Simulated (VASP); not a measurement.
A run of VASP 6.6.1 is set up as follows.

POSCAR

```
TlSnCl3
1.0
    5.5173601512      0.0000000000      0.0000000000
    0.0000000000      5.5173601512      0.0000000000
    0.0000000000      0.0000000000      5.5173601512
Tl Sn Cl
1 1 3
Direct
    0.0000000000      0.0000000000      0.0000000000
    0.5000000000      0.5000000000      0.5000000000
    0.5000000000      0.5000000000      0.0000000000
    0.5000000000      0.0000000000      0.5000000000
    0.0000000000      0.5000000000      0.5000000000
```

The input INCAR.step1:

```
SYSTEM = TlSnCl3
PREC = Accurate ; ENCUT = 520
ISMEAR = 0 ; SIGMA = 0.01
LREAL = .FALSE. ; LASPH = .TRUE.
NELM = 100 ; NBANDS = 32
GGA = PE ; ALGO = Normal
EDIFF = 1E-4 ; LWAVE = .TRUE.
LCHARG = .FALSE.
```

Contents of INCAR.step2:

```
SYSTEM = TlSnCl3
PREC = Accurate ; ENCUT = 520
EDIFF = 1E-6 ; ISMEAR = 0
SIGMA = 0.01 ; LREAL = .FALSE.
LASPH = .TRUE. ; NELM = 100
ALGO = Normal ; ISIF = 2
LWAVE = .FALSE. ; LCHARG = .FALSE.
METAGGA = R2SCAN ; LMIXTAU = .TRUE.
NBANDS = 32 ; ISTART = 1
```

The input KPOINTS:

```
regular mesh
0
G
  6 6 6
  0 0 0
```

Potentials or basis: VASP PAW PBE potentials, release 64 (Tl_d, Sn_d, Cl).

Command:

```console
$ cat potpaw_PBE.64/Tl_d/POTCAR potpaw_PBE.64/Sn_d/POTCAR potpaw_PBE.64/Cl/POTCAR > POTCAR
$ cp INCAR.step1 INCAR
$ mpirun -np 1 vasp_std > vasp.out
$ cp INCAR.step2 INCAR
$ mpirun -np 1 vasp_std > vasp.out
```

Problem. Predict the band gap on the k mesh.

Solution. 0.73 eV, indirect (least direct gap 0.92 eV).

Problem. What does it give for the pressure?

Solution. -0.2 GPa.

Caveat: the PAW data sets were made with another functional, which shifts forces and pressure a little; spin-orbit coupling is left out, which moves the levels of the heavy elements. r2SCAN opens gaps a little over a GGA but as a rule still falls short of measured ones.
